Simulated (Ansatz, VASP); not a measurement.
## ZnS in VASP and in Ansatz

```
Zn S
1.0
     3.53202    0.00000    0.00000
    -1.76601    3.05882    0.00000
     0.00000    0.00000    6.54731
Zn S
2 2
Direct
  0.33333 0.66667 0.00544
  0.66667 0.33333 0.50544
  0.33333 0.66667 0.37956
  0.66667 0.33333 0.87956
```

Alike in both runs: task single point; functional PBEsol; k mesh 9 × 9 × 6; occupations gaussian, width 0.05 eV; no spin polarisation.

```csv
,VASP,Ansatz
version,VASP 6.6.1,Ansatz 0.2.0
potentials or method,"VASP PAW PBE potentials, release 64 (Zn, S), cutoff 520 eV","scalar-relativistic, plane waves, PAW"
valence electrons in the cell,36,36
```

|  | VASP | Ansatz | Ansatz less VASP |
| --- | --- | --- | --- |
| gap on the k mesh at the Fermi level (eV) | 1.81 | 1.81 | -0.007 |
| least direct gap on the mesh (eV) | 1.81 | 1.81 | -0.007 |
| pressure (GPa) | 10.3 | 10.0 | -0.30 |
| traceless stress, the component that is largest in VASP (GPa) | -13.92 | -13.88 | +0.045 |
| rms of the force components (eV/Å) | 0.557 | 0.551 | -0.0058 |

VASP's potentials were made for PBE, not for PBEsol. Atom by atom the forces differ by 0.006 eV/Å (rms over components).
